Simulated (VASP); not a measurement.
Here is a VASP 6.6.1 calculation.

Contents of INCAR:

```
ALGO = Normal ; EDIFF = 1E-7
ENCUT = 520 ; GGA = PE
ISIF = 2 ; ISMEAR = 0
LASPH = True ; LCHARG = False
LREAL = False ; LWAVE = False
NBANDS = 11 ; NELM = 60
PREC = Accurate ; SIGMA = 0.15
```

Contents of KPOINTS:

```
k-points
0
Gamma
  20 20 20
```

The input POSCAR:

```
Pt
1.0
   -0.2977447067      1.8757916524      1.8757916524
    1.8757916524     -0.2977447067      1.8757916524
    1.8757916524      1.8757916524     -0.2977447067
Pt
1
Direct
    0.0000000000      0.0000000000      0.0000000000
```

Potentials or basis: VASP PAW PBE potentials, release 64 (Pt).

Launch:

```bash
$ cat potpaw_PBE.64/Pt/POTCAR > POTCAR
$ mpirun -np 1 vasp_std > vasp.out
```

(1) What does it give for the pressure?

(2) What does it give for the band gap on the k mesh?

Answers

(1) 1.0 GPa.

(2) zero (bands 5 and 6 overlap by 3.21 eV).

Caveat: spin-orbit coupling is left out, which moves the levels of the heavy elements.
